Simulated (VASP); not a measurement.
# HfC (Fm-3m) in VASP: a series of runs

Runs on HfC. Level: r2SCAN. Tasks: single point, relaxation of cell and atoms.

All numbers are computed with VASP 6.6.1; they aren't measurements. Logs are shortened: lines on timing, memory, paths and dates and some standing lists are left out, and cuts for length are marked.

## (1) The cell of the first run

Symmetry: Fm-3m, No. 225, cubic system. The conventional cell has a = 4.508 Å, b = 4.508 Å, c = 4.508 Å, α = 90.00°, β = 90.00°, γ = 90.00°. Hf (site symmetry m-3m) has 6 C at 2.25 Å within 3.0 Å. C (site symmetry m-3m) has 6 Hf at 2.25 Å within 3.0 Å.

## (2) Single point, r2SCAN

POSCAR

```
HfC
1.0
    0.0000000000      2.2542414439      2.2542414439
    2.2542414439      0.0000000000      2.2542414439
    2.2542414439      2.2542414439      0.0000000000
Hf C
1 1
Direct
    0.0000000000      0.0000000000      0.0000000000
    0.5000000000      0.5000000000      0.5000000000
```

INCAR.step1

```
SYSTEM = HfC
PREC = Accurate
ENCUT = 660
ISMEAR = 0
SIGMA = 0.1
LREAL = .FALSE.
LASPH = .TRUE.
NELM = 120
NBANDS = 14
GGA = PE
ALGO = Normal
EDIFF = 1E-5
LWAVE = .TRUE.
LCHARG = .FALSE.
GGA_COMPAT = .FALSE.
```

INCAR.step2

```
SYSTEM = HfC
PREC = Accurate
ENCUT = 660
EDIFF = 1E-6
ISMEAR = 0
SIGMA = 0.1
LREAL = .FALSE.
LASPH = .TRUE.
NELM = 120
ALGO = Normal
ISIF = 2
LWAVE = .FALSE.
LCHARG = .FALSE.
METAGGA = R2SCAN
LMIXTAU = .TRUE.
NBANDS = 14
ISTART = 1
GGA_COMPAT = .FALSE.
```

KPOINTS

```
regular mesh
0
G
  8 8 8
  0 0 0
```

Potentials or basis: VASP PAW PBE potentials, release 64 (Hf_pv, C).

The run is started by

```sh
$ cat potpaw_PBE.64/Hf_pv/POTCAR potpaw_PBE.64/C/POTCAR > POTCAR
$ cp INCAR.step1 INCAR
$ mpirun -np 1 vasp_std > vasp.out
$ cp INCAR.step2 INCAR
$ mpirun -np 1 vasp_std > vasp.out
```

OUTCAR:

```text
SYSTEM = HfC
   PREC = Accurate
   ENCUT = 660
   EDIFF = 1E-6
   ISMEAR = 0
   LREAL = .FALSE.
   LASPH = .TRUE.
   NELM = 120
   ISIF = 2
   METAGGA = R2SCAN
   ISTART = 1

 ion  position               nearest neighbor table
   1  0.000  0.000  0.000-   2 2.25   2 2.25   2 2.25   2 2.25   2 2.25   2 2.25
   2  0.500  0.500  0.500-   1 2.25   1 2.25   1 2.25   1 2.25   1 2.25   1 2.25

  LATTYP: Found a face centered cubic cell.
 ALAT       =     4.5084828878

  Lattice vectors:

 A1 = (   0.0000000000,   2.2542414439,   2.2542414439)
 A2 = (   2.2542414439,   0.0000000000,   2.2542414439)
 A3 = (   2.2542414439,   2.2542414439,   0.0000000000)

Analysis of symmetry for initial positions (statically):
=====================================================================
 Subroutine PRICEL returns:
 Original cell was already a primitive cell.

 Routine SETGRP: Setting up the symmetry group for a
 face centered cubic supercell.

 Subroutine GETGRP returns: Found 48 space group operations
 (whereof 48 operations were pure point group operations)
 out of a pool of 48 trial point group operations.

The static configuration has the point symmetry O_h .

Analysis of symmetry for dynamics (positions and initial velocities):
=====================================================================
 Subroutine PRICEL returns:
 Original cell was already a primitive cell.

 Routine SETGRP: Setting up the symmetry group for a
 face centered cubic supercell.

 Subroutine GETGRP returns: Found 48 space group operations
 (whereof 48 operations were pure point group operations)
 out of a pool of 48 trial point group operations.

The dynamic configuration has the point symmetry O_h .

 Subroutine INISYM returns: Found 48 space group operations
 (whereof 48 operations are pure point group operations),
 and found     1 'primitive' translations

----------------------------------------------------------------------------------------

                                     Primitive cell

  volume of cell :      22.9103

  direct lattice vectors                    reciprocal lattice vectors
     0.000000000  2.254241444  2.254241444    -0.221804102  0.221804102  0.221804102
     2.254241444  0.000000000  2.254241444     0.221804102 -0.221804102  0.221804102
     2.254241444  2.254241444  0.000000000     0.221804102  0.221804102 -0.221804102

  length of vectors
     3.187978823  3.187978823  3.187978823     0.384175975  0.384175975  0.384175975

  position of ions in fractional coordinates (direct lattice)
     0.000000000  0.000000000  0.000000000
     0.500000000  0.500000000  0.500000000

  ion indices of the primitive-cell ions
   primitive index   ion index
                 1           1
                 2           2

----------------------------------------------------------------------------------------

 KPOINTS: regular mesh

Automatic generation of k-mesh.
 Grid dimensions read from file:
 generate k-points for:    8    8    8

 Generating k-lattice:

  Cartesian coordinates                     Fractional coordinates (reciprocal lattice)
    -0.027725513  0.027725513  0.027725513     0.125000000  0.000000000  0.000000000
     0.027725513 -0.027725513  0.027725513     0.000000000  0.125000000  0.000000000
     0.027725513  0.027725513 -0.027725513     0.000000000  0.000000000  0.125000000

  Length of vectors
     0.048021997  0.048021997  0.048021997

  Shift w.r.t. Gamma in fractional coordinates (k-lattice)
     0.000000000  0.000000000  0.000000000

 Subroutine IBZKPT returns following result:
 ===========================================

 Found     29 irreducible k-points:

 Following reciprocal coordinates:
            Coordinates               Weight
  0.000000  0.000000  0.000000      1.000000
  0.125000  0.000000  0.000000      8.000000
  0.250000  0.000000  0.000000      8.000000
  0.375000  0.000000  0.000000      8.000000
  0.500000  0.000000  0.000000      4.000000
  0.125000  0.125000  0.000000      6.000000
[... 16 lines left out ...]
  0.500000  0.250000  0.125000     48.000000
 -0.375000  0.250000  0.125000     24.000000
 [... further k-points ...]
   k-points           NKPTS =     29   k-points in BZ     NKDIM =     29   number of bands    NBANDS=     14
   number of dos      NEDOS =    301   number of ions     NIONS =      2
   total plane-waves  NPLWV =  21952
   dimension x,y,z NGX =    28 NGY =   28 NGZ =   28
   dimension x,y,z NGXF=    56 NGYF=   56 NGZF=   56
   ions per type =               1   1
   NGX,Y,Z   is equivalent  to a cutoff of  14.60, 14.60, 14.60 a.u.
   NGXF,Y,Z  is equivalent  to a cutoff of  29.20, 29.20, 29.20 a.u.
 SYSTEM =  HfC
   PREC   = accura    normal or accurate (medium, high low for compatibility)
   ISTART =      1    job   : 0-new  1-cont  2-samecut
   ICHARG =      0    charge: 1-file 2-atom 10-const
   ISPIN  =      1    spin polarized calculation?
   LNONCOLLINEAR =      F non collinear calculations
   LSORBIT =      F    spin-orbit coupling
   LASPH  =      T    aspherical Exc in radial PAW
   ENCUT  =  660.0 eV  48.51 Ry    6.96 a.u.   6.68  6.68  6.68*2*pi/ulx,y,z
   NELM   =    120;   NELMIN=  2; NELMDL=  0     # of ELM steps
   EDIFF  = 0.1E-05   stopping-criterion for ELM
   LREAL  =      F    real-space projection
   EDIFFG = 0.1E-04   stopping-criterion for IOM
   NSW    =      0    number of steps for IOM
   IBRION =     -1    ionic relax: 0-MD 1-quasi-New 2-CG
   NFREE  =      0    steps in history (QN), initial steepest desc. (CG)
   ISIF   =      2    stress and relaxation
   ISYM   =      2    0-nonsym 1-usesym 2-fastsym
   POTIM  = 0.5000    time-step for ionic-motion
   TEBEG  =    0.0;   TEEND  =   0.0 temperature during run
   PSTRESS=    0.0 pullay stress
   NELECT =      14.0000    total number of electrons
   NUPDOWN=      -1.0000    fix difference up-down
   EMIN   =  10.00;   EMAX   =-10.00  energy-range for DOS
   EFERMI =   0.00;   METHOD = LEGACY
   ISMEAR =     0;   SIGMA  =   0.10  broadening in eV -4-tet -1-fermi 0-gaus
   EFERMI_NEDOS =   21; number of points for ismear=-14 and -15
   IALGO  =     38    algorithm
   IMIX   =      4    mixing-type and parameters
     AMIX     =   0.40;   BMIX     =  1.00
     AMIX_MAG =   1.60;   BMIX_MAG =  1.00
  volume/ion in A,a.u.               =      11.46        77.30
  Fermi-wavevector in a.u.,A,eV,Ry     =   1.389229  2.625262 26.258651  1.929956
  Thomas-Fermi vector in A             =   2.513279
   LORBIT       =      0    0 simple, 1 ext, 2 COOP (PROOUT), +10 PAW based schemes
   METAGGA = R2SCAN    functional components
   LHFCALC =     F    Hartree Fock is set to
   AEXX    =    0.0000 exact exchange contribution
   IVDW    =     0    specifies the selected vdW correction
   LEPSILON=     F    determine dielectric tensor
   LRPA    =     F    only Hartree local field effects (RPA)
 non-spin polarized calculation
 Gauss-broadening in eV      SIGMA  =   0.10
  energy-cutoff  :      660.00
  volume of cell :       22.91
 maximum number of plane-waves:       903
   NGX = 13   NGY = 13   NGZ = 13

 number of electron      14.0000001 magnetization

 Free energy of the ion-electron system (eV)
  ---------------------------------------------------
  ext. energy  EPLUGINS =         0.00000000
  ---------------------------------------------------
  free energy    TOTEN  =       -57.20161874 eV

  energy without entropy =      -57.19980847  energy(sigma->0) =      -57.20071361

 E-fermi :   6.5493     XC(G=0): -13.6260

 val. band max:        6.3494109118   @ k =   0.3750   0.3750   0.0000
 cond. band min:       6.5633255659   @ k =   0.5000   0.5000   0.0000
 fundamental gap:      0.2139146542
 Fermi energy:         6.5492922569

 k-point     1 :       0.0000    0.0000    0.0000
  band No.  band energies     occupation
      1     -23.6595      2.00000
      2     -23.6595      2.00000
      3     -23.6595      2.00000
      4      -6.8898      2.00000
      5       7.6788      0.00000
      6       7.6788      0.00000
      7       7.6788      0.00000
      8       8.2836      0.00000
      9       8.2836      0.00000
     10       8.2836      0.00000
     11      10.4658      0.00000
     12      10.4658      0.00000
     13      15.2666      0.00000
     14      18.6526      0.00000

 k-point     2 :       0.1250    0.0000    0.0000
  band No.  band energies     occupation
      1     -23.8138      2.00000
      2     -23.6726      2.00000
      3     -23.6726      2.00000
      4      -6.4335      2.00000
      5       5.7411      2.00000
      6       6.1954      2.00000
      7       6.1954      2.00000
      8       8.9046      0.00000
      9       8.9046      0.00000
     10       9.3120      0.00000
     11      12.2683      0.00000
     12      12.2683      0.00000
     13      16.0881      0.00000
     14      19.8651      0.00000

 k-point     3 :       0.2500    0.0000    0.0000
  band No.  band energies     occupation
      1     -24.1681      2.00000
      2     -23.7041      2.00000
      3     -23.7041      2.00000
      4      -5.2236      2.00000
      5       3.3026      2.00000
      6       4.5436      2.00000
      7       4.5436      2.00000
      8      10.1454      0.00000
      9      10.1735      0.00000
     10      10.1736      0.00000
     11      15.2829      0.00000
     12      15.2829      0.00000
     13      17.4123      0.00000
     14      19.9691      0.00000
[... 324 lines left out ...]
 k-point    23 :       0.5000    0.2500    0.1250
  band No.  band energies     occupation
      1     -24.4079      2.00000
      2     -23.9776      2.00000
      3     -23.8040      2.00000
      4      -3.7846      2.00000
      5       1.5132      2.00000
      6       3.6887      2.00000
      7       4.0565      2.00000
      8       9.6635      0.00000
      9      12.9326      0.00000
     10      13.3127      0.00000
     11      15.1767      0.00000
     12      17.3862      0.00000
     13      19.9689      0.00000
     14      20.0780      0.00000

 k-point    24 :      -0.3750    0.2500    0.1250
  band No.  band energies     occupation
      1     -24.4829      2.00000
      2     -24.0014      2.00000
      3     -23.8331      2.00000
      4      -3.3939      2.00000
      5       1.1748      2.00000
      6       3.5603      2.00000
      7       3.7382      2.00000
      8      11.1362      0.00000
      9      11.5611      0.00000
     10      13.6918      0.00000
     11      16.9697      0.00000
     12      17.7036      0.00000
     13      19.1636      0.00000
     14      19.9690      0.00000

 [... further k-points ...]
[... 5 lines left out ...]
  --------------------------------------------------------------------------------------
  -------------------------------------------------------------------------------------
  Total        3.4837756      3.4837756      3.4837756      0.0000000      0.0000000     -0.0000000
  in kB      243.6292707    243.6292707    243.6292707      0.0000000      0.0000000     -0.0000000
  external PRESSURE =     243.6292707 kB  Pullay stress =       0.0000000 kB

 VOLUME and BASIS-vectors are now :
 -----------------------------------------------------------------------------
  energy-cutoff  :      660.00
  volume of cell :       22.91
      direct lattice vectors                 reciprocal lattice vectors
     0.000000000  2.254241444  2.254241444    -0.221804102  0.221804102  0.221804102
     2.254241444  0.000000000  2.254241444     0.221804102 -0.221804102  0.221804102
     2.254241444  2.254241444  0.000000000     0.221804102  0.221804102 -0.221804102

 POSITION                                       TOTAL-FORCE (eV/Angst)
 -----------------------------------------------------------------------------------
      0.00000      0.00000      0.00000         0.000000      0.000000     -0.000000
      2.25424      2.25424      2.25424         0.000000      0.000000      0.000000
 -----------------------------------------------------------------------------------
    total drift:                                0.000000      0.000000      0.000000

  FREE ENERGIE OF THE ION-ELECTRON SYSTEM (eV)
  ---------------------------------------------------
  free  energy   TOTEN  =       -57.2016187388 eV

  energy  without entropy=      -57.1998084736  energy(sigma->0) =      -57.20071361
```

Run time: 28 s. Hardware: 1 thread of Intel Xeon 6975P-C (Granite Rapids), shared host; peak memory 0.17 GiB.

Results:

```yaml
Free_energy: -57.2016 eV
Pressure: 24.4 GPa
Band_gap_on_the_k_mesh: zero (band 7 reaches 7.68 eV, above the bottom of band 8 at 6.15 eV)
```

Caveat: the PAW data sets were made with another functional, which shifts forces and pressure a little; spin-orbit coupling is left out, which moves the levels of the heavy elements.

## (3) Single point, r2SCAN

This run uses another cell than the first one, of 12.49 Å³/atom, 1.090 times its volume.

POSCAR

```
HfC
1.0
    0.0000000000      2.3200693054      2.3200693054
    2.3200693054      0.0000000000      2.3200693054
    2.3200693054      2.3200693054      0.0000000000
Hf C
1 1
Direct
    0.0000000000      0.0000000000      0.0000000000
    0.5000000000      0.5000000000      0.5000000000
```

INCAR.step1

```
PREC = Accurate
ENCUT = 660
ISMEAR = 0
SIGMA = 0.1
LREAL = F
LASPH = T
NELM = 120
NBANDS = 14
GGA = PE
ALGO = Normal
EDIFF = 1E-5
LWAVE = T
LCHARG = F
GGA_COMPAT = F
```

INCAR.step2

```
PREC = Accurate
ENCUT = 660
EDIFF = 1E-6
ISMEAR = 0
SIGMA = 0.1
LREAL = F
LASPH = T
NELM = 120
ALGO = Normal
ISIF = 2
LWAVE = F
LCHARG = F
METAGGA = R2SCAN
LMIXTAU = T
NBANDS = 14
ISTART = 1
GGA_COMPAT = F
```

KPOINTS

```
regular mesh
0
Gamma
  8 8 8
```

Potentials or basis: VASP PAW PBE potentials, release 64 (Hf_pv, C).

The run is started by

```sh
$ cat potpaw_PBE.64/Hf_pv/POTCAR potpaw_PBE.64/C/POTCAR > POTCAR
$ cp INCAR.step1 INCAR
$ mpirun -np 1 vasp_std > vasp.out
$ cp INCAR.step2 INCAR
$ mpirun -np 1 vasp_std > vasp.out
```

It took 30 s on 1 thread of Intel Xeon 6975P-C (Granite Rapids), shared host; peak memory 0.17 GiB.

Results (log left out):

| Quantity | Value |
| --- | --- |
| Free energy | -57.3422 eV |
| Pressure | -1.1 GPa |
| Band gap on the k mesh | zero (band 7 reaches 6.95 eV, above the bottom of band 8 at 5.60 eV) |

Levels at points of the mesh, in eV from the Fermi level:
```tsv
k point	band 3	band 4	band 5	band 6	band 7	band 8	band 9	band 10	band 11	band 12
(0.00, 0.00, 0.00)	-30.62	-12.96	1.11	1.11	1.11	1.74	1.74	1.74	3.67	3.67
(0.50, 0.00, 0.00)	-30.68	-9.19	-6.24	-3.07	-3.07	5.79	5.79	6.35	7.12	12.11
(0.50, 0.50, 0.00)	-30.85	-11.08	-2.70	-1.53	-0.07	-0.07	5.61	7.23	7.23	9.32
```

Caveat: the PAW data sets were made with another functional, which shifts forces and pressure a little; spin-orbit coupling is left out, which moves the levels of the heavy elements.

## (4) Relaxation of cell and atoms, r2SCAN

POSCAR

```
HfC
1.0
    0.0000000000      2.2542414439      2.2542414439
    2.2542414439      0.0000000000      2.2542414439
    2.2542414439      2.2542414439      0.0000000000
Hf C
1 1
Direct
    0.0000000000      0.0000000000      0.0000000000
    0.5000000000      0.5000000000      0.5000000000
```

INCAR.step1

```
SYSTEM = HfC
  ALGO = Normal
  EDIFF = 1E-5
  EDIFFG = -0.005
  ENCUT = 660
  GGA = PE
  GGA_COMPAT = .False.
  IBRION = 2
  ISIF = 3
  ISMEAR = 0
  LASPH = .True.
  LCHARG = .False.
  LREAL = .False.
  LWAVE = .True.
  NELM = 120
  NELMIN = 4
  NSW = 100
  PREC = Accurate
  SIGMA = 0.1
```

INCAR.step2

```
SYSTEM = HfC
  ALGO = Normal
  EDIFF = 1E-7
  EDIFFG = -0.05
  ENCUT = 660
  GGA_COMPAT = .False.
  IBRION = 2
  ISIF = 3
  ISMEAR = 0
  ISTART = 1
  LASPH = .True.
  LCHARG = .False.
  LMIXTAU = .True.
  LREAL = .False.
  LWAVE = .False.
  METAGGA = R2SCAN
  NELM = 120
  NELMIN = 4
  NSW = 80
  PREC = Accurate
  SIGMA = 0.1
```

KPOINTS

```
k-points
0
Gamma
  8 8 8
  0 0 0
```

The run is started by

```sh
$ cat potpaw_PBE.64/Hf_pv/POTCAR potpaw_PBE.64/C/POTCAR > POTCAR
$ cp INCAR.step1 INCAR
$ mpirun -np 1 vasp_std > vasp.out
$ cp INCAR.step2 INCAR
$ mpirun -np 1 vasp_std > vasp.out
```

It took 1.8 min on 1 thread of Intel Xeon 6975P-C (Granite Rapids), shared host; peak memory 0.18 GiB.

Results (log left out):

```
Free energy                            : -57.3403 eV
Relaxed volume                         : 12.44 Å³/atom
Relaxed cell                           : a = 3.277 Å, b = 3.277 Å, c = 3.277 Å, α = 60.00°, β = 60.00°, γ = 60.00°
Space group after relaxing (to 0.05 Å) : Fm-3m (No. 225)
Energy gained by relaxing              : 69.3 meV/atom
Ionic steps                            : 4
Pressure after relaxing                : -0.1 GPa
Band gap on the k mesh                 : zero (band 7 reaches 6.98 eV, above the bottom of band 8 at 5.64 eV)
```

Step by step:
| step | energy change (eV) | largest force (eV/Å) | pressure (GPa) | volume (Å³) |
| --- | --- | --- | --- | --- |
| 1 | 0.0000 | 0.0000 | 24.36 | 22.91 |
| 2 | 0.3107 | 0.0000 | -29.21 | 29.18 |
| 3 | -0.1384 | 0.0000 | -1.11 | 24.97 |
| 4 | -0.1387 | 0.0000 | -0.10 | 24.87 |

Final structure:
```xyz
2
Lattice="0.0000 2.3169 2.3169 2.3169 0.0000 2.3169 2.3169 2.3169 0.0000" Properties=species:S:1:pos:R:3 pbc="T T T"
Hf    0.0000    0.0000    0.0000
C     2.3169    2.3169    2.3169
```

Levels at points of the mesh, in eV from the Fermi level:
```
           k point  band 3  band 4  band 5  band 6  band 7  band 8  band 9  band 10  band 11
(0.00, 0.00, 0.00)  -30.60  -12.99    1.11    1.11    1.11    1.74    1.74     1.74     3.68
(0.50, 0.00, 0.00)  -30.66   -9.19   -6.26   -3.08   -3.08    5.82    5.82     6.37     7.14
(0.50, 0.50, 0.00)  -30.84  -11.10   -2.70   -1.55   -0.06   -0.06    5.63     7.26     7.26
```

Caveat: the PAW data sets were made with another functional, which shifts forces and pressure a little; spin-orbit coupling is left out, which moves the levels of the heavy elements.

## (5) The runs side by side

```csv
task,cell,gap on the mesh (eV),pressure (GPa)
single point,"a = 3.188 Å, angles 60.0°, 2 atoms",none,24.4
single point,"a = 3.281 Å, angles 60.0°, 2 atoms",none,-1.1
relaxation of cell and atoms,"relaxed from a = 3.188 Å, angles 60.0°, 2 atoms",none,-0.1
```

Alike in all rows: level r2SCAN; potentials or basis VASP PAW PBE potentials, release 64 (Hf_pv, C); no spin polarisation; k mesh 8 × 8 × 8; cutoff (eV) 660; smearing gaussian 0.1 eV.

Caveats: the PAW data sets were made with another functional, which shifts forces and pressure a little; spin-orbit coupling is left out, which moves the levels of the heavy elements.

Total energies depend on the potentials used, so only differences within one code and one set of settings carry meaning.
